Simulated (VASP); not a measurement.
BiTe: single point with PBEsol

BiTe:

```
Bi Te
1.0
     0.00000    3.19715    3.19715
     3.19715    0.00000    3.19715
     3.19715    3.19715    0.00000
Bi Te
1 1
Direct
  0.00000 0.00000 0.00000
  0.50000 0.50000 0.50000
```

```
Program                : VASP 6.6.1
Task                   : single point
Functional             : PBEsol
Potentials or basis    : VASP PAW PBE potentials, release 64 (Bi_d, Te)
Cutoff                 : 520 eV
k mesh                 : 12 × 12 × 12
Occupations            : gaussian, width 0.1 eV
Spin                   : no spin polarisation
Dipole correction      : no
Further INCAR settings : ALGO = Normal; EDIFF = 1e-06; NBANDS = 18
```

| Quantity | Value |
| --- | --- |
| Pressure | 0.0 GPa |

Levels at points of the mesh, in eV from the Fermi level:
```
           k point  band 6  band 7  band 8  band 9  band 10  band 11  band 12  band 13  band 14  band 15
(0.00, 0.00, 0.00)  -13.77   -7.99   -2.61   -2.61    -2.61     2.24     2.24     2.24     4.60     4.60
(0.50, 0.00, 0.00)  -11.71  -11.37   -1.96   -1.96    -1.58    -0.86    -0.67    -0.67     7.34     7.84
(0.50, 0.50, 0.00)  -11.89   -9.95   -5.90   -4.16    -4.16     2.06     3.78     3.78     5.24     8.82
```

It took 28 s on 1 thread of Intel(R) Xeon(R) 6975P-C (Granite Rapids), on a shared host, peak memory 0.25 GiB.

Caveat: the PAW data sets were made with another functional, which shifts forces and pressure a little; spin-orbit coupling is left out, which moves the levels of the heavy elements.
